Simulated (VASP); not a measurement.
A run of VASP 6.6.1 is set up as follows.

Contents of INCAR:

```
SYSTEM = Sb
PREC     = Accurate       ! precision mode
ENCUT    = 500            ! plane-wave cutoff, eV
EDIFF    = 1E-8           ! SCF threshold, eV
ISMEAR   = -1             ! smearing method
SIGMA    = 0.05           ! smearing width, eV
LREAL    = .False.        ! projectors in reciprocal space
LASPH    = .True.         ! aspherical terms in the spheres
NELM     = 120            ! most SCF steps
ALGO     = Normal         ! electronic algorithm
ISIF     = 2              ! what is computed and relaxed
LWAVE    = .False.        ! write WAVECAR
LCHARG   = .False.        ! write CHGCAR
GGA      = PS             ! functional
IBRION   = 8              ! ionic algorithm
NSW      = 1              ! ionic steps
GGA_COMPAT= .False.
```

KPOINTS

```
Automatic mesh
0
Gamma
  7 7 4
  0 0 0
```

File POSCAR:

```
Sb
1.0
    3.3545324186      0.0000000000      0.0000000000
   -1.6772662093      2.9051102923      0.0000000000
    0.0000000000      0.0000000000      5.4701606500
Sb
2
Direct
    0.6666666667      0.3333333333      0.7500000000
    0.3333333333      0.6666666667      0.2500000000
```

Potentials or basis: VASP PAW PBE potentials, release 64 (Sb).

Run with:

```sh
$ cat potpaw_PBE.64/Sb/POTCAR > POTCAR
$ mpirun -np 1 vasp_std > vasp.out
```

Question: What does it give for the highest phonon frequency at Γ?

Answer: 80 cm⁻¹.

Question: What does it give for the most unstable mode?

Answer: 85i cm⁻¹.

Phonon frequencies in cm⁻¹ (negative: imaginary):
```
              q point       frequencies
(0.000, 0.000, 0.000)  -85 -85 0 0 0 80
```

Caveat: the cell wasn't relaxed at this level first, which shifts response properties; some modes are imaginary.
